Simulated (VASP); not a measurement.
Wanted: the native input for a VASP 6.6.1 run.

* Task: single point
* Functional: PBE
* Potentials or basis: VASP PAW PBE potentials, release 64 (Co)
* Cutoff: 520 eV
* k mesh: 20 × 20 × 12
* Occupations: gaussian, width 0.05 eV
* Spin: collinear spin, antiferromagnetic start
* Starting moments: [1.5, -1.5] μB
* Dipole correction: no
* Further INCAR settings: ALGO = Normal; EDIFF = 1e-06; NBANDS = 20

The structure of Co lies in POSCAR:

```
Co
1.0
    2.4937131618      0.0000000000      0.0000000000
   -1.2468565809      2.1596189479      0.0000000000
    0.0000000000      0.0000000000      4.0300901758
Co
2
Direct
    0.3333333333      0.6666666667      0.2500000000
    0.6666666667      0.3333333333      0.7500000000
```

One way to write it, as run:

INCAR

```
SYSTEM = Co
ALGO = Normal ; EDIFF = 1E-6
ENCUT = 520 ; GGA = PE
ISIF = 2 ; ISMEAR = 0
ISPIN = 2 ; LASPH = .TRUE.
LCHARG = .FALSE. ; LMAXMIX = 4
LORBIT = 11 ; LREAL = .FALSE.
LWAVE = .FALSE. ; MAGMOM = 1.5 -1.5
NBANDS = 20 ; NELM = 150
PREC = Accurate ; SIGMA = 0.05
```

KPOINTS

```
k-points
0
G
  20 20 12
  0 0 0
```

Potentials or basis: VASP PAW PBE potentials, release 64 (Co).

The run is started by

```bash
$ cat potpaw_PBE.64/Co/POTCAR > POTCAR
$ mpirun -np 1 vasp_std > vasp.out
```

Results of the run:

```yaml
Pressure: -7.2 GPa
Band_gap_on_the_k_mesh: zero (filled and empty bands overlap)
Net_moment: 0.00 μB per cell
Site_moments: Co +0.93, -0.93 μB
Valence_electrons_inside_the_program's_atomic_spheres: Co 8.27
```

Wall time 4.6 min on 1 thread of Intel Xeon 6975P-C (shared host), peak memory 0.29 GiB.
